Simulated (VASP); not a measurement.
HPbNO4:

```
H Pb N O
1.0
     3.85404    0.14384    0.09012
    -0.25320    5.52698    0.16471
    -0.48197   -1.92720    5.72025
H Pb N O
1 1 1 4
Direct
  0.10913 0.65718 0.54463
  0.61029 0.52127 0.15100
  0.91580 0.96263 0.95867
  0.01384 0.13639 0.88084
  0.72398 0.01057 0.12858
  0.00389 0.73732 0.87043
  0.11927 0.59324 0.37651
```

Base run:

```yaml
Program: VASP 6.6.1
Functional: PBE
Potentials_or_basis: VASP PAW PBE potentials, release 64 (H, Pb_d, N, O)
Cutoff: 520 eV
k_mesh: 5 × 4 × 4
Occupations: fermi-dirac, width 0.05 eV
Spin: no spin polarisation
```

Its results: band gap on the k mesh 3.12 eV (least direct gap 3.19 eV); pressure 0.5 GPa; largest force 0.422 eV/Å.

**Question.** After a change of settings the same cell gave: band gap on the k mesh 5.25 eV (least direct gap 5.39 eV); pressure -2.8 GPa; largest force 1.080 eV/Å. Which change was it?
A. k mesh from 5 × 4 × 4 to 4 × 3 × 3; further incar settings from ALGO = Normal; EDIFF = 1e-07; NBANDS = 31 to ALGO = Normal; EDIFF = 1e-06; NBANDS = 31
B. functional from PBE to PBEsol; k mesh from 5 × 4 × 4 to 7 × 5 × 5
C. k mesh from 5 × 4 × 4 to 7 × 5 × 5; further incar settings from ALGO = Normal; EDIFF = 1e-07; NBANDS = 31 to ALGO = Normal; EDIFF = 1e-08; NBANDS = 31
D. functional from PBE to PBE0; k mesh from 5 × 4 × 4 to 3 × 2 × 2

**Answer.** D.

Caveats: some runs use coarse meshes; the standard files for N, O and F lose accuracy on very short bonds; spin-orbit coupling is left out, which moves the levels of the heavy elements; the PAW data sets were made with another functional, which shifts forces and pressure a little (at least some runs).
